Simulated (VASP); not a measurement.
# Au in VASP: single point with PBE

Aim: the single point of Au with PBE.

Program: VASP 6.6.1. These are calculated values, not measurements. Logs are shortened: lines on timing, memory, paths and dates and some standing lists are left out, and cuts for length are marked.

## 1. The cell of the first run

The cell holds a slab with vacuum, 5 atoms: a = 2.940 Å, b = 4.158 Å, c = 21.880 Å, α = 90.00°, β = 90.00°, γ = 90.00°.

## 2. Single point, PBE

INCAR reads:

```
SYSTEM = Au
  ALGO = Normal
  EDIFF = 1E-6
  ENCUT = 520
  GGA = PE
  ISIF = 2
  ISMEAR = -1
  LASPH = .TRUE.
  LCHARG = .TRUE.
  LELF = .TRUE.
  LREAL = .FALSE.
  LVHAR = .TRUE.
  LWAVE = .FALSE.
  NBANDS = 36
  NELM = 100
  PREC = Accurate
  SIGMA = 0.05
```

KPOINTS reads:

```
k-points
0
G
  12 9 1
  0 0 0
```

POSCAR reads:

```
Au
1.0
    2.9400990585      0.0000000000      0.0000000000
    0.0000000000      4.1579279633      0.0000000000
    0.0000000000      0.0000000000     21.8802000000
Au
5
Direct
    0.0000000000      0.0000000000      0.3697836720
    0.5000000000      0.5000000000      0.4291948292
    0.0000000000      0.0000000000      0.5000000000
    0.5000000000      0.5000000000      0.5708051708
    0.0000000000      0.0000000000      0.6302163280
```

Potentials or basis: VASP PAW PBE potentials, release 64 (Au).

Launch:

```
> cat potpaw_PBE.64/Au/POTCAR > POTCAR
> mpirun -np 1 vasp_std > vasp.out
```

OUTCAR:

```text
SYSTEM = Au
   EDIFF = 1E-6
   ENCUT = 520
   GGA = PE
   ISIF = 2
   ISMEAR = -1
   LASPH = .TRUE.
   LREAL = .FALSE.
   NELM = 100
   PREC = Accurate

 ion  position               nearest neighbor table
   1  0.000  0.000  0.370-   3 2.85   2 2.86   2 2.86   2 2.86   2 2.86
   2  0.500  0.500  0.429-   1 2.86   1 2.86   1 2.86   1 2.86   3 2.98   3 2.98   3 2.98   3 2.98
                             4 3.10
   3  0.000  0.000  0.500-   1 2.85   5 2.85   4 2.98   2 2.98   2 2.98   4 2.98   2 2.98   4 2.98
                             2 2.98   4 2.98
   4  0.500  0.500  0.571-   5 2.86   5 2.86   5 2.86   5 2.86   3 2.98   3 2.98   3 2.98   3 2.98
                             2 3.10
   5  0.000  0.000  0.630-   3 2.85   4 2.86   4 2.86   4 2.86   4 2.86

  LATTYP: Found a simple orthorhombic cell.
 ALAT       =     2.9400990585
 B/A-ratio  =     1.4142135624
 C/A-ratio  =     7.4419941521

  Lattice vectors:

 A1 = (   2.9400990585,   0.0000000000,   0.0000000000)
 A2 = (   0.0000000000,   4.1579279633,   0.0000000000)
 A3 = (   0.0000000000,   0.0000000000,  21.8802000000)

Analysis of symmetry for initial positions (statically):
=====================================================================
 Subroutine PRICEL returns:
 Original cell was already a primitive cell.

 Routine SETGRP: Setting up the symmetry group for a
 simple orthorhombic supercell.

 Subroutine GETGRP returns: Found  8 space group operations
 (whereof  8 operations were pure point group operations)
 out of a pool of  8 trial point group operations.

The static configuration has the point symmetry D_2h.

Analysis of symmetry for dynamics (positions and initial velocities):
=====================================================================
 Subroutine PRICEL returns:
 Original cell was already a primitive cell.

 Routine SETGRP: Setting up the symmetry group for a
 simple orthorhombic supercell.

 Subroutine GETGRP returns: Found  8 space group operations
 (whereof  8 operations were pure point group operations)
 out of a pool of  8 trial point group operations.

The dynamic configuration has the point symmetry D_2h.

 Subroutine INISYM returns: Found  8 space group operations
 (whereof  8 operations are pure point group operations),
 and found     1 'primitive' translations

----------------------------------------------------------------------------------------

                                     Primitive cell

  volume of cell :     267.4793

  direct lattice vectors                    reciprocal lattice vectors
     2.940099058  0.000000000  0.000000000     0.340124594  0.000000000  0.000000000
     0.000000000  4.157927963  0.000000000     0.000000000  0.240504407  0.000000000
     0.000000000  0.000000000 21.880200000     0.000000000  0.000000000  0.045703421

  length of vectors
     2.940099058  4.157927963 21.880200000     0.340124594  0.240504407  0.045703421

  position of ions in fractional coordinates (direct lattice)
     0.000000000  0.000000000  0.369783672
     0.500000000  0.500000000  0.429194829
     0.000000000  0.000000000  0.500000000
     0.500000000  0.500000000  0.570805171
     0.000000000  0.000000000  0.630216328

  ion indices of the primitive-cell ions
   primitive index   ion index
                 1           1
                 2           2
                 3           3
                 4           4
                 5           5

----------------------------------------------------------------------------------------

 KPOINTS: k-points

Automatic generation of k-mesh.
 Grid dimensions read from file:
 generate k-points for:   12    9    1

 Generating k-lattice:

  Cartesian coordinates                     Fractional coordinates (reciprocal lattice)
     0.028343716  0.000000000  0.000000000     0.083333333  0.000000000  0.000000000
     0.000000000  0.026722712  0.000000000     0.000000000  0.111111111  0.000000000
     0.000000000  0.000000000  0.045703421     0.000000000  0.000000000  1.000000000

  Length of vectors
     0.028343716  0.026722712  0.045703421

  Shift w.r.t. Gamma in fractional coordinates (k-lattice)
     0.000000000  0.000000000  0.000000000

 Subroutine IBZKPT returns following result:
 ===========================================

 Found     35 irreducible k-points:

 Following reciprocal coordinates:
            Coordinates               Weight
  0.000000  0.000000  0.000000      1.000000
  0.083333  0.000000  0.000000      2.000000
  0.166667  0.000000  0.000000      2.000000
  0.250000  0.000000  0.000000      2.000000
  0.333333  0.000000  0.000000      2.000000
  0.416667  0.000000  0.000000      2.000000
[... 16 lines left out ...]
  0.083333  0.333333  0.000000      4.000000
  0.166667  0.333333  0.000000      4.000000
 [... further k-points ...]
   k-points           NKPTS =     35   k-points in BZ     NKDIM =     35   number of bands    NBANDS=     36
   number of dos      NEDOS =    301   number of ions     NIONS =      5
   total plane-waves  NPLWV = 129024
   dimension x,y,z NGX =    24 NGY =   32 NGZ =  168
   dimension x,y,z NGXF=    48 NGYF=   64 NGZF=  336
   ions per type =               5
   NGX,Y,Z   is equivalent  to a cutoff of  13.57, 12.79, 12.76 a.u.
   NGXF,Y,Z  is equivalent  to a cutoff of  27.14, 25.59, 25.53 a.u.
 SYSTEM =  Au
   PREC   = accura    normal or accurate (medium, high low for compatibility)
   ISTART =      0    job   : 0-new  1-cont  2-samecut
   ICHARG =      2    charge: 1-file 2-atom 10-const
   ISPIN  =      1    spin polarized calculation?
   LNONCOLLINEAR =      F non collinear calculations
   LSORBIT =      F    spin-orbit coupling
   LASPH  =      T    aspherical Exc in radial PAW
   ENCUT  =  520.0 eV  38.22 Ry    6.18 a.u.   5.47  7.73 40.68*2*pi/ulx,y,z
   NELM   =    100;   NELMIN=  2; NELMDL= -5     # of ELM steps
   EDIFF  = 0.1E-05   stopping-criterion for ELM
   LREAL  =      F    real-space projection
   EDIFFG = 0.1E-04   stopping-criterion for IOM
   NSW    =      0    number of steps for IOM
   IBRION =     -1    ionic relax: 0-MD 1-quasi-New 2-CG
   NFREE  =      0    steps in history (QN), initial steepest desc. (CG)
   ISIF   =      2    stress and relaxation
   ISYM   =      2    0-nonsym 1-usesym 2-fastsym
   POTIM  = 0.5000    time-step for ionic-motion
   TEBEG  =    0.0;   TEEND  =   0.0 temperature during run
   PSTRESS=    0.0 pullay stress
   NELECT =      55.0000    total number of electrons
   NUPDOWN=      -1.0000    fix difference up-down
   EMIN   =  10.00;   EMAX   =-10.00  energy-range for DOS
   EFERMI =   0.00;   METHOD = LEGACY
   ISMEAR =    -1;   SIGMA  =   0.05  broadening in eV -4-tet -1-fermi 0-gaus
   EFERMI_NEDOS =   21; number of points for ismear=-14 and -15
   IALGO  =     38    algorithm
   IMIX   =      4    mixing-type and parameters
     AMIX     =   0.40;   BMIX     =  1.00
     AMIX_MAG =   1.60;   BMIX_MAG =  1.00
  volume/ion in A,a.u.               =      53.50       361.01
  Fermi-wavevector in a.u.,A,eV,Ry     =   0.966271  1.825988 12.703485  0.933680
  Thomas-Fermi vector in A             =   2.096058
   LORBIT       =      0    0 simple, 1 ext, 2 COOP (PROOUT), +10 PAW based schemes
   GGA     = PE    functional components
[... 5 lines left out ...]
 non-spin polarized calculation
  energy-cutoff  :      520.00
  volume of cell :      267.48
 maximum number of plane-waves:      7273
 NGX is ok and might be reduce to    24
   NGX = 11   NGY = 15   NGZ = 81

 number of electron      54.9999992 magnetization

 Free energy of the ion-electron system (eV)
  ---------------------------------------------------
  ext. energy  EPLUGINS =         0.00000000
  ---------------------------------------------------
  free energy    TOTEN  =       -14.72370602 eV

  energy without entropy =      -14.70891096  energy(sigma->0) =      -14.71630849

 E-fermi :  -0.3999     XC(G=0):  -4.9695

 val. band max:       -0.4028131463   @ k =   0.5000   0.0000   0.0000
 cond. band min:      -0.3535945385   @ k =   0.2500   0.2222   0.0000
 fundamental gap:      0.0492186078
 Fermi energy:        -0.3998724467

 k-point     1 :       0.0000    0.0000    0.0000
  band No.  band energies     occupation
      1      -8.9512      2.00000
      2      -7.4451      2.00000
      3      -6.5817      2.00000
      4      -6.2008      2.00000
      5      -6.0873      2.00000
      6      -5.6116      2.00000
[... 28 lines left out ...]
     35       5.2555      0.00000
     36       6.0003      0.00000

 k-point     2 :       0.0833    0.0000    0.0000
  band No.  band energies     occupation
      1      -8.7995      2.00000
      2      -7.3097      2.00000
      3      -6.4573      2.00000
      4      -6.1307      2.00000
      5      -5.9578      2.00000
      6      -5.4519      2.00000
[... 28 lines left out ...]
     35       5.2707      0.00000
     36       6.1105      0.00000

 k-point     3 :       0.1667    0.0000    0.0000
  band No.  band energies     occupation
      1      -8.3651      2.00000
      2      -6.9715      2.00000
      3      -6.1593      2.00000
      4      -5.9200      2.00000
      5      -5.6528      2.00000
      6      -5.5476      2.00000
[... 28 lines left out ...]
     35       5.5530      0.00000
     36       6.3383      0.00000

 k-point     4 :       0.2500    0.0000    0.0000
  band No.  band energies     occupation
      1      -7.7177      2.00000
      2      -6.6677      2.00000
      3      -5.9508      2.00000
      4      -5.8765      2.00000
      5      -5.6277      2.00000
      6      -5.5344      2.00000
[... 28 lines left out ...]
     35       5.9454      0.00000
     36       6.4645      0.00000

 k-point     5 :       0.3333    0.0000    0.0000
  band No.  band energies     occupation
      1      -6.9987      2.00000
      2      -6.6067      2.00000
      3      -6.1578      2.00000
      4      -6.0133      2.00000
      5      -5.9091      2.00000
      6      -5.5272      2.00000
[... 655 lines left out ...]
 k-point    22 :       0.0000    0.3333    0.0000
  band No.  band energies     occupation
      1      -7.9034      2.00000
      2      -7.1485      2.00000
      3      -6.5543      2.00000
      4      -6.3029      2.00000
      5      -6.1344      2.00000
      6      -5.6815      2.00000
[... 28 lines left out ...]
     35       5.6562      0.00000
     36       5.7985      0.00000

 k-point    23 :       0.0833    0.3333    0.0000
  band No.  band energies     occupation
      1      -7.7667      2.00000
      2      -7.0071      2.00000
      3      -6.4104      2.00000
      4      -6.1688      2.00000
      5      -5.9851      2.00000
      6      -5.6537      2.00000
[... 28 lines left out ...]
     35       5.7767      0.00000
     36       5.8898      0.00000

 k-point    24 :       0.1667    0.3333    0.0000
  band No.  band energies     occupation
      1      -7.4061      2.00000
      2      -6.6281      2.00000
      3      -6.0544      2.00000
      4      -5.8344      2.00000
      5      -5.6061      2.00000
      6      -5.5757      2.00000
[... 28 lines left out ...]
     35       6.1355      0.00000
     36       6.1607      0.00000

 [... further k-points ...]

------------------------ aborting loop because EDIFF is reached ----------------------------------------

  FORCE on cell =-STRESS in cart. coord.  units (eV):
  Direction    XX          YY          ZZ          XY          YZ          ZX
  --------------------------------------------------------------------------------------
  -------------------------------------------------------------------------------------
  Total       -3.6731831     -1.4917394     -0.1081419      0.0000000      0.0000000      0.0000000
  in kB      -22.0020399     -8.9353861     -0.6477604      0.0000000      0.0000000      0.0000000
  external PRESSURE =     -10.5283955 kB  Pullay stress =       0.0000000 kB

 VOLUME and BASIS-vectors are now :
 -----------------------------------------------------------------------------
  energy-cutoff  :      520.00
  volume of cell :      267.48
      direct lattice vectors                 reciprocal lattice vectors
     2.940099058  0.000000000  0.000000000     0.340124594  0.000000000  0.000000000
     0.000000000  4.157927963  0.000000000     0.000000000  0.240504407  0.000000000
     0.000000000  0.000000000 21.880200000     0.000000000  0.000000000  0.045703421

 POSITION                                       TOTAL-FORCE (eV/Angst)
 -----------------------------------------------------------------------------------
      0.00000      0.00000      8.09094         0.000000     -0.000000      0.010444
      1.47005      2.07896      9.39087         0.000000      0.000000     -0.005020
      0.00000      0.00000     10.94010         0.000000     -0.000000      0.000000
      1.47005      2.07896     12.48933         0.000000     -0.000000      0.005020
      0.00000      0.00000     13.78926         0.000000     -0.000000     -0.010444
 -----------------------------------------------------------------------------------
    total drift:                                0.000000     -0.000000      0.000000

  FREE ENERGIE OF THE ION-ELECTRON SYSTEM (eV)
  ---------------------------------------------------
  free  energy   TOTEN  =       -14.7237060183 eV

  energy  without entropy=      -14.7089109618  energy(sigma->0) =      -14.71630849
```

It took 7.7 min on 1 thread of Intel Xeon Platinum 8259CL at 2.50GHz (Skylake/Cascade Lake), shared host; peak memory 0.48 GiB.

What came out:

- Free energy: -14.7237 eV
- Largest force: 0.010 eV/Å
- Band gap on the k mesh: zero (an odd number of electrons rules out a gap without spin polarisation)

Forces in eV/Å, atoms in the order of the input:
```
Au   0.000  0.000  0.010
Au   0.000  0.000 -0.005
Au   0.000  0.000  0.000
Au   0.000  0.000  0.005
Au   0.000  0.000 -0.010
```

Caveat: spin-orbit coupling is left out, which moves the levels of the heavy elements.
